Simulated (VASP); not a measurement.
Wanted: the native input for a VASP 6.6.1 run.

| Item | Value |
| --- | --- |
| Task | single point |
| Functional | PBEsol |
| Potentials or basis | VASP PAW PBE potentials, release 64 (Mg) |
| Cutoff | 520 eV |
| k mesh | 18 × 18 × 6 |
| Occupations | gaussian, width 0.1 eV |
| Spin | no spin polarisation |
| Dipole correction | no |
| Further INCAR settings | ALGO = Fast; EDIFF = 1e-06; NBANDS = 12 |

The structure of Mg lies in POSCAR:

```
Mg
1.0
    3.1770776443      0.0000000000      0.0000000000
   -1.5885388221      2.7514299497      0.0000000000
    0.0000000000      0.0000000000     10.3317786627
Mg
4
Direct
    0.0000000000      0.0000000000      0.0000000000
    0.3333333333      0.6666666667      0.2500000000
    0.0000000000      0.0000000000      0.5000000000
    0.6666666667      0.3333333333      0.7500000000
```

These files were run (other wordings do the same):

INCAR

```
  ALGO = Fast
  EDIFF = 1E-6
  ENCUT = 520
  GGA = PS
  ISIF = 2
  ISMEAR = 0
  LASPH = T
  LCHARG = T
  LELF = T
  LREAL = F
  LVHAR = T
  LWAVE = F
  NBANDS = 12
  NELM = 100
  PREC = Accurate
  SIGMA = 0.1
```

KPOINTS

```
k-points
0
Gamma
  18 18 6
```

Potentials or basis: VASP PAW PBE potentials, release 64 (Mg).

Launch:

```sh
$ cat potpaw_PBE.64/Mg/POTCAR > POTCAR
$ mpirun -np 1 vasp_std > vasp.out
```

It gave:

```yaml
Pressure: 0.0 GPa
Band_gap_on_the_k_mesh: zero (band 4 reaches 3.64 eV, above the bottom of band 5 at 1.43 eV)
```

Caveat: the PAW data sets were made with another functional, which shifts forces and pressure a little.

Run time: 65 s on 1 thread of Intel(R) Xeon(R) Platinum 8488C (Sapphire Rapids) (shared host), peak memory 0.29 GiB.
